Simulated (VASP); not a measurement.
# HfGe (P-6m2) in VASP: settings compared

The runs below take HfGe through single point, with HF, PBEsol-based screened hybrid with 25 % exact exchange, r2SCAN0, r2SCAN50.

All numbers are computed with VASP 6.6.1; they aren't measurements. Logs are shortened: lines on timing, memory, paths and dates and some standing lists are left out, and cuts for length are marked.

## 1. The cell of the first run

Symmetry: P-6m2, No. 187, hexagonal system. Conventional cell: a = 4.804 Å, b = 4.804 Å, c = 3.330 Å, α = 90.00°, β = 90.00°, γ = 120.00°. Hf (site symmetry -6m2) has 3 Ge at 2.77 Å and 2 Hf at 3.33 Å within 3.7 Å. Within 3.7 Å of Ge (site symmetry -6m2) lie 3 Hf at 2.77 Å and 2 Ge at 3.33 Å.

## 2. Single point, HF

POSCAR

```
HfGe
1.0
    4.8044891598     -0.0000000035      0.0000000000
   -2.4022445768      4.1608096664      0.0000000000
    0.0000000000      0.0000000000      3.3302156491
Hf Ge
1 1
Direct
    0.0000000000      0.0000000000      0.5000000000
    0.3333333333      0.6666666667      0.5000000000
```

INCAR.step1

```
SYSTEM = HfGe
PREC = Accurate
ENCUT = 520
EDIFF = 1E-5
ISMEAR = -1
SIGMA = 0.05
LREAL = .FALSE.
LASPH = .TRUE.
NELM = 100
ALGO = Normal
ISIF = 2
LWAVE = .TRUE.
LCHARG = .FALSE.
GGA = PE
NBANDS = 19
```

INCAR.step2

```
SYSTEM = HfGe
PREC = Accurate
ENCUT = 520
EDIFF = 1E-6
ISMEAR = -1
SIGMA = 0.05
LREAL = .FALSE.
LASPH = .TRUE.
NELM = 100
ALGO = Normal
ISIF = 2
LWAVE = .FALSE.
LCHARG = .FALSE.
GGA = PE
LHFCALC = .TRUE.
AEXX = 1.0
ALDAC = 0.0
AGGAC = 0.0
PRECFOCK = Normal
ISTART = 1
NBANDS = 19
```

KPOINTS

```
regular mesh
0
G
  4 4 4
  0 0 0
```

Potentials or basis: VASP PAW PBE potentials, release 64 (Hf_pv, Ge_d).

On the command line:

```sh
$ cat potpaw_PBE.64/Hf_pv/POTCAR potpaw_PBE.64/Ge_d/POTCAR > POTCAR
$ cp INCAR.step1 INCAR
$ mpirun -np 1 vasp_std > vasp.out
$ cp INCAR.step2 INCAR
$ mpirun -np 1 vasp_std > vasp.out
```

OUTCAR:

```text
SYSTEM = HfGe
   PREC = Accurate
   ENCUT = 520
   EDIFF = 1E-6
   ISMEAR = -1
   LREAL = .FALSE.
   LASPH = .TRUE.
   NELM = 100
   ISIF = 2
   GGA = PE
   LHFCALC = .TRUE.
   AEXX = 1.0
   PRECFOCK = Normal
   ISTART = 1

 ion  position               nearest neighbor table
   1  0.000  0.000  0.500-   2 2.77   2 2.77   2 2.77
   2  0.333  0.667  0.500-   1 2.77   1 2.77   1 2.77

  LATTYP: Found a hexagonal cell.
 ALAT       =     4.8044891598
 C/A-ratio  =     0.6931466673

  Lattice vectors:

 A1 = (   4.8044891598,  -0.0000000035,   0.0000000000)
 A2 = (  -2.4022445768,   4.1608096664,   0.0000000000)
 A3 = (   0.0000000000,   0.0000000000,   3.3302156491)

Analysis of symmetry for initial positions (statically):
=====================================================================
 Subroutine PRICEL returns:
 Original cell was already a primitive cell.

 Routine SETGRP: Setting up the symmetry group for a
 hexagonal supercell.

 Subroutine GETGRP returns: Found 12 space group operations
 (whereof 12 operations were pure point group operations)
 out of a pool of 24 trial point group operations.

The static configuration has the point symmetry D_3h.

Analysis of symmetry for dynamics (positions and initial velocities):
=====================================================================
 Subroutine PRICEL returns:
 Original cell was already a primitive cell.

 Routine SETGRP: Setting up the symmetry group for a
 hexagonal supercell.

 Subroutine GETGRP returns: Found 12 space group operations
 (whereof 12 operations were pure point group operations)
 out of a pool of 24 trial point group operations.

The dynamic configuration has the point symmetry D_3h.

 Subroutine INISYM returns: Found 12 space group operations
 (whereof 12 operations are pure point group operations),
 and found     1 'primitive' translations

----------------------------------------------------------------------------------------

                                     Primitive cell

  volume of cell :      66.5729

  direct lattice vectors                    reciprocal lattice vectors
     4.804489160 -0.000000003  0.000000000     0.208138673  0.120168919  0.000000000
    -2.402244577  4.160809666  0.000000000     0.000000000  0.240337838  0.000000000
     0.000000000  0.000000000  3.330215649     0.000000000  0.000000000  0.300280854

  length of vectors
     4.804489160  4.804489160  3.330215649     0.240337838  0.240337838  0.300280854

  position of ions in fractional coordinates (direct lattice)
     0.000000000  0.000000000  0.500000000
     0.333333333  0.666666667  0.500000000

  ion indices of the primitive-cell ions
   primitive index   ion index
                 1           1
                 2           2

----------------------------------------------------------------------------------------

 KPOINTS: regular mesh

Automatic generation of k-mesh.
 Grid dimensions read from file:
 generate k-points for:    4    4    4

 Generating k-lattice:

  Cartesian coordinates                     Fractional coordinates (reciprocal lattice)
     0.052034668  0.030042230  0.000000000     0.250000000  0.000000000  0.000000000
     0.000000000  0.060084460  0.000000000    -0.000000000  0.250000000  0.000000000
     0.000000000  0.000000000  0.075070214     0.000000000  0.000000000  0.250000000

  Length of vectors
     0.060084460  0.060084460  0.075070214

  Shift w.r.t. Gamma in fractional coordinates (k-lattice)
     0.000000000  0.000000000  0.000000000

 Subroutine IBZKPT returns following result:
 ===========================================

 Found     12 irreducible k-points:

 Following reciprocal coordinates:
            Coordinates               Weight
  0.000000  0.000000  0.000000      1.000000
  0.250000 -0.000000  0.000000      6.000000
  0.500000 -0.000000  0.000000      3.000000
  0.250000  0.250000  0.000000      6.000000
  0.000000  0.000000  0.250000      2.000000
  0.250000 -0.000000  0.250000     12.000000
  0.500000 -0.000000  0.250000      6.000000
  0.250000  0.250000  0.250000     12.000000
  0.000000  0.000000  0.500000      1.000000
  0.250000 -0.000000  0.500000      6.000000
  0.500000 -0.000000  0.500000      3.000000
  0.250000  0.250000  0.500000      6.000000
   k-points           NKPTS =     12   k-points in BZ     NKDIM =     64   number of bands    NBANDS=     19
   number of dos      NEDOS =    301   number of ions     NIONS =      2
   total plane-waves  NPLWV =  36288
   dimension x,y,z NGX =    36 NGY =   36 NGZ =   28
   dimension x,y,z NGXF=    72 NGYF=   72 NGZF=   56
   ions per type =               1   1
   NGX,Y,Z   is equivalent  to a cutoff of  12.46, 12.46, 13.98 a.u.
   NGXF,Y,Z  is equivalent  to a cutoff of  24.91, 24.91, 27.96 a.u.
 SYSTEM =  HfGe
   PREC   = accura    normal or accurate (medium, high low for compatibility)
   ISTART =      1    job   : 0-new  1-cont  2-samecut
   ICHARG =      0    charge: 1-file 2-atom 10-const
   ISPIN  =      1    spin polarized calculation?
   LNONCOLLINEAR =      F non collinear calculations
   LSORBIT =      F    spin-orbit coupling
   LASPH  =      T    aspherical Exc in radial PAW
   ENCUT  =  520.0 eV  38.22 Ry    6.18 a.u.   8.93  8.93  6.19*2*pi/ulx,y,z
   NELM   =    100;   NELMIN=  2; NELMDL=  0     # of ELM steps
   EDIFF  = 0.1E-05   stopping-criterion for ELM
   LREAL  =      F    real-space projection
   EDIFFG = 0.1E-04   stopping-criterion for IOM
   NSW    =      0    number of steps for IOM
   IBRION =     -1    ionic relax: 0-MD 1-quasi-New 2-CG
   NFREE  =      0    steps in history (QN), initial steepest desc. (CG)
   ISIF   =      2    stress and relaxation
   ISYM   =      3    0-nonsym 1-usesym 2-fastsym
   POTIM  = 0.5000    time-step for ionic-motion
   TEBEG  =    0.0;   TEEND  =   0.0 temperature during run
   PSTRESS=    0.0 pullay stress
   NELECT =      24.0000    total number of electrons
   NUPDOWN=      -1.0000    fix difference up-down
   EMIN   =  10.00;   EMAX   =-10.00  energy-range for DOS
   EFERMI =   0.00;   METHOD = LEGACY
   ISMEAR =    -1;   SIGMA  =   0.05  broadening in eV -4-tet -1-fermi 0-gaus
   EFERMI_NEDOS =   21; number of points for ismear=-14 and -15
   IALGO  =     38    algorithm
   IMIX   =      1    mixing-type and parameters
     AMIX     =   0.40;   BMIX     =  1.00
     AMIX_MAG =   1.60;   BMIX_MAG =  1.00
  volume/ion in A,a.u.               =      33.29       224.63
  Fermi-wavevector in a.u.,A,eV,Ry     =   1.165144  2.201802 18.470718  1.357560
  Thomas-Fermi vector in A             =   2.301673
   LORBIT       =      0    0 simple, 1 ext, 2 COOP (PROOUT), +10 PAW based schemes
   GGA     = PE    functional components
   LHFCALC =     T    Hartree Fock is set to
   PRECFOCK=normal    Normal, Fast or Accurate (Low or Medium for compatibility)
   ENCUT4O =  -1.0   cutoff for four orbital integrals eV
   NKREDX  =     1    reduce k-point grid by
   NKREDY  =     1    reduce k-point grid by
   NKREDZ  =     1    reduce k-point grid by
   AEXX    =    1.0000 exact exchange contribution
   HFSCREEN=    0.0000 screening length (either q_TF or 0.3 A-1)
   HFSCREENC=   0.0000 screening length for correlation (either q_TF or 0.3 A-1)
   ENCUTFOCK=  -1.0 apply spherical cutoff to Coloumb kernel
   IVDW    =     0    specifies the selected vdW correction
   LEPSILON=     F    determine dielectric tensor
   LRPA    =     F    only Hartree local field effects (RPA)
 non-spin polarized calculation
  energy-cutoff  :      520.00
  volume of cell :       66.57
 maximum number of plane-waves:      1804
 NGX is ok and might be reduce to    36
  NGX = 28; NGY = 28; NGZ = 20

 number of electron      24.0000007 magnetization

 Free energy of the ion-electron system (eV)
  ---------------------------------------------------
  ext. energy  EPLUGINS =         0.00000000
  ---------------------------------------------------
  free energy    TOTEN  =       -25.72197714 eV

  energy without entropy =      -25.72197714  energy(sigma->0) =      -25.72197714

 E-fermi :   1.7585     XC(G=0):   0.0000

 val. band max:        0.5436654466   @ k =   0.2500   0.2500   0.2500
 cond. band min:       5.6914413569   @ k =   0.5000  -0.0000   0.2500
 fundamental gap:      5.1477759102
 Fermi energy:         1.7585381131

 k-point     1 :       0.0000    0.0000    0.0000
  band No.  band energies     occupation
      1     -38.9265      2.00000
      2     -38.9265      2.00000
      3     -38.5196      2.00000
      4     -35.3867      2.00000
      5     -35.2769      2.00000
      6     -35.2769      2.00000
[... 11 lines left out ...]
     18      11.9972      0.00000
     19      14.7734      0.00000

 k-point     2 :       0.2500   -0.0000    0.0000
  band No.  band energies     occupation
      1     -38.9398      2.00000
      2     -38.9338      2.00000
      3     -38.5230      2.00000
      4     -35.3836      2.00000
      5     -35.2770      2.00000
      6     -35.2766      2.00000
[... 11 lines left out ...]
     18      13.5475      0.00000
     19      15.1356      0.00000

 k-point     3 :       0.5000   -0.0000    0.0000
  band No.  band energies     occupation
      1     -38.9538      2.00000
      2     -38.9411      2.00000
      3     -38.5269      2.00000
      4     -35.3804      2.00000
      5     -35.2770      2.00000
      6     -35.2763      2.00000
[... 11 lines left out ...]
     18      14.5599      0.00000
     19      15.6502      0.00000

 k-point     4 :       0.2500    0.2500    0.0000
  band No.  band energies     occupation
      1     -38.9512      2.00000
      2     -38.9433      2.00000
      3     -38.5269      2.00000
      4     -35.3804      2.00000
      5     -35.2770      2.00000
      6     -35.2763      2.00000
[... 143 lines left out ...]
     18      12.1039      0.00000
     19      13.4375      0.00000

 k-point    11 :       0.5000   -0.0000    0.5000
  band No.  band energies     occupation
      1     -38.9687      2.00000
      2     -38.9305      2.00000
      3     -38.9200      2.00000
      4     -35.3496      2.00000
      5     -35.2886      2.00000
      6     -35.2875      2.00000
[... 11 lines left out ...]
     18      12.3317      0.00000
     19      14.2066      0.00000

 k-point    12 :       0.2500    0.2500    0.5000
  band No.  band energies     occupation
      1     -38.9688      2.00000
      2     -38.9282      2.00000
      3     -38.9223      2.00000
      4     -35.3496      2.00000
      5     -35.2887      2.00000
      6     -35.2874      2.00000
[... 11 lines left out ...]
     18      12.2497      0.00000
     19      14.1593      0.00000

------------------------ aborting loop because EDIFF is reached ----------------------------------------

  FORCE on cell =-STRESS in cart. coord.  units (eV):
  Direction    XX          YY          ZZ          XY          YZ          ZX
  --------------------------------------------------------------------------------------
  -------------------------------------------------------------------------------------
  Total       -0.6480637     -0.6480637     -0.7643954     -0.0000000     -0.0000000      0.0000000
  in kB      -15.5966321    -15.5966321    -18.3963318     -0.0000000     -0.0000000      0.0000000
  external PRESSURE =     -16.5298653 kB  Pullay stress =       0.0000000 kB

 VOLUME and BASIS-vectors are now :
 -----------------------------------------------------------------------------
  energy-cutoff  :      520.00
  volume of cell :       66.57
      direct lattice vectors                 reciprocal lattice vectors
     4.804489160 -0.000000003  0.000000000     0.208138673  0.120168919  0.000000000
    -2.402244577  4.160809666  0.000000000     0.000000000  0.240337838  0.000000000
     0.000000000  0.000000000  3.330215649     0.000000000  0.000000000  0.300280854

 POSITION                                       TOTAL-FORCE (eV/Angst)
 -----------------------------------------------------------------------------------
      0.00000      0.00000      1.66511        -0.000000      0.000000      0.000000
      0.00000      2.77387      1.66511         0.000000      0.000000      0.000000
 -----------------------------------------------------------------------------------
    total drift:                               -0.000035      0.000003      0.000000

  FREE ENERGIE OF THE ION-ELECTRON SYSTEM (eV)
  ---------------------------------------------------
  free  energy   TOTEN  =       -25.7219771368 eV

  energy  without entropy=      -25.7219771368  energy(sigma->0) =      -25.72197714
```

Wall time 44 min (1 thread of Intel Xeon Platinum 8375C at 2.90GHz (Ice Lake), shared host); peak memory 0.21 GiB.

What came out:

```yaml
Free_energy: -25.7220 eV
Pressure: -1.7 GPa
Band_gap_on_the_k_mesh: 5.15 eV (least direct gap 5.20 eV)
```

Caveat: the k points lie up to 0.47 Å⁻¹ apart; the PAW data sets were made with another functional, which shifts forces and pressure a little; spin-orbit coupling is left out, which moves the levels of the heavy elements. A k mesh can miss the band edges.

## 3. Single point, PBEsol-based screened hybrid with 25 % exact exchange

This run uses another cell than the first one, of 23.51 Å³/atom.

POSCAR

```
HfGe
1.0
    3.9335093900      0.0000000000      0.0000000000
   -1.9667546900      3.4065190500      0.0000000000
    0.0000000000      0.0000000000      3.5096193900
Hf Ge
1 1
Direct
    0.0000000000      0.0000000000      0.5000000000
    0.3333333300      0.6666666700      0.5000000000
```

INCAR.step1

```
  PREC = Accurate
  ENCUT = 520
  EDIFF = 1E-5
  ISMEAR = -1
  SIGMA = 0.05
  LREAL = F
  LASPH = T
  NELM = 80
  ALGO = Normal
  ISIF = 2
  LWAVE = T
  NBANDS = 19
  GGA = PE
```

INCAR.step2

```
  PREC = Accurate
  ENCUT = 520
  EDIFF = 1E-7
  ISMEAR = -1
  SIGMA = 0.05
  LREAL = F
  LASPH = T
  NELM = 80
  ALGO = Normal
  ISIF = 2
  LWAVE = F
  LCHARG = T
  GGA = PS
  LHFCALC = T
  AEXX = 0.25
  HFSCREEN = 0.207
  PRECFOCK = Normal
  LELF = T
  LVHAR = T
  NBANDS = 19
  ISTART = 1
```

KPOINTS

```
Automatic mesh
0
Gamma
  4 4 4
```

Potentials or basis: VASP PAW PBE potentials, release 64 (Hf_pv, Ge_d).

On the command line:

```sh
$ cat potpaw_PBE.64/Hf_pv/POTCAR potpaw_PBE.64/Ge_d/POTCAR > POTCAR
$ cp INCAR.step1 INCAR
$ mpirun -np 1 vasp_std > vasp.out
$ cp INCAR.step2 INCAR
$ mpirun -np 1 vasp_std > vasp.out
```

Run time: 7.5 min. Hardware: 1 thread of Intel Xeon 6975P-C (Granite Rapids), shared host; peak memory 0.28 GiB.

It converged, with:

* Free energy: -13.2837 eV
* Pressure: 34.3 GPa
* Band gap on the k mesh: zero (bands 12 and 13 overlap by 0.40 eV)

Stress tensor (GPa, compression positive):
```
 58.98   0.00   0.00
  0.00  58.98   0.00
  0.00   0.00 -15.03
```

Levels at points of the mesh, in eV from the Fermi level:
```csv
k point,band 9,band 10,band 11,band 12,band 13,band 14,band 15,band 16
"(0.00, 0.00, 0.00)",-11.51,-3.21,-3.21,-1.66,2.90,3.71,3.71,5.55
"(0.50, 0.00, 0.00)",-9.51,-4.47,-1.00,-0.39,0.43,1.74,3.36,3.77
"(0.00, 0.00, 0.50)",-10.26,-3.83,-2.73,-2.73,1.82,1.82,5.48,7.38
"(0.50, 0.00, 0.50)",-8.39,-3.87,-2.91,0.37,1.02,1.35,2.32,4.77
```

Caveat: the k points lie up to 0.46 Å⁻¹ apart; the PAW data sets were made with another functional, which shifts forces and pressure a little; spin-orbit coupling is left out, which moves the levels of the heavy elements.

## 4. Single point, r2SCAN0

This run uses another cell than the first one, of 23.51 Å³/atom.

POSCAR is that of step 3.

INCAR.step1

```
PREC     = Accurate       # precision mode
ENCUT    = 520            # plane-wave cutoff, eV
EDIFF    = 1E-5           # SCF threshold, eV
ISMEAR   = -1             # smearing method
SIGMA    = 0.05           # smearing width, eV
LREAL    = False          # projectors in reciprocal space
LASPH    = True           # aspherical terms in the spheres
NELM     = 100            # most SCF steps
ALGO     = Normal         # electronic algorithm
ISIF     = 2              # what is computed and relaxed
LWAVE    = True           # write WAVECAR
LCHARG   = False          # write CHGCAR
NBANDS   = 19             # bands
GGA      = PE             # functional
```

INCAR.step2

```
PREC     = Accurate       # precision mode
ENCUT    = 520            # plane-wave cutoff, eV
EDIFF    = 1E-6           # SCF threshold, eV
ISMEAR   = -1             # smearing method
SIGMA    = 0.05           # smearing width, eV
LREAL    = False          # projectors in reciprocal space
LASPH    = True           # aspherical terms in the spheres
NELM     = 100            # most SCF steps
ALGO     = Normal         # electronic algorithm
ISIF     = 2              # what is computed and relaxed
LWAVE    = False          # write WAVECAR
LCHARG   = False          # write CHGCAR
METAGGA  = R2SCAN         # meta-GGA
LHFCALC  = True           # exact exchange
AEXX     = 0.25           # exact-exchange fraction
LMIXTAU  = True         
PRECFOCK = Normal       
NBANDS   = 19             # bands
ISTART   = 1
```

KPOINTS

```
regular mesh
0
Gamma
  4 4 4
```

On the command line:

```sh
$ cat potpaw_PBE.64/Hf_pv/POTCAR potpaw_PBE.64/Ge_d/POTCAR > POTCAR
$ cp INCAR.step1 INCAR
$ mpirun -np 1 vasp_std > vasp.out
$ cp INCAR.step2 INCAR
$ mpirun -np 1 vasp_std > vasp.out
```

Wall time 7.7 min (1 thread of Intel Xeon 6975P-C (Granite Rapids), shared host); peak memory 0.18 GiB.

It converged, with:

| Quantity | Value |
| --- | --- |
| Free energy | -48.2242 eV |
| Pressure | 37.7 GPa |
| Band gap on the k mesh | zero (bands 12 and 13 overlap by 0.50 eV) |

Stress tensor (GPa, compression positive):
```
 62.56   0.00   0.00
  0.00  62.56   0.00
  0.00   0.00 -12.12
```

Levels at points of the mesh, in eV from the Fermi level:
```csv
k point,band 10,band 11,band 12,band 13,band 14,band 15
"(0.00, 0.00, 0.00)",-3.80,-3.80,-2.23,3.30,4.29,4.29
"(0.50, 0.00, 0.00)",-5.06,-1.50,-0.93,0.83,2.15,3.92
"(0.00, 0.00, 0.50)",-4.53,-3.29,-3.29,2.33,2.33,5.95
"(0.50, 0.00, 0.50)",-4.46,-3.47,0.50,1.49,1.66,2.76
```

Caveat: the k points lie up to 0.46 Å⁻¹ apart, too coarse for converged energies and pressures of a metal; the PAW data sets were made with another functional, which shifts forces and pressure a little; spin-orbit coupling is left out, which moves the levels of the heavy elements.

(Part 1 of 2 ends here.)
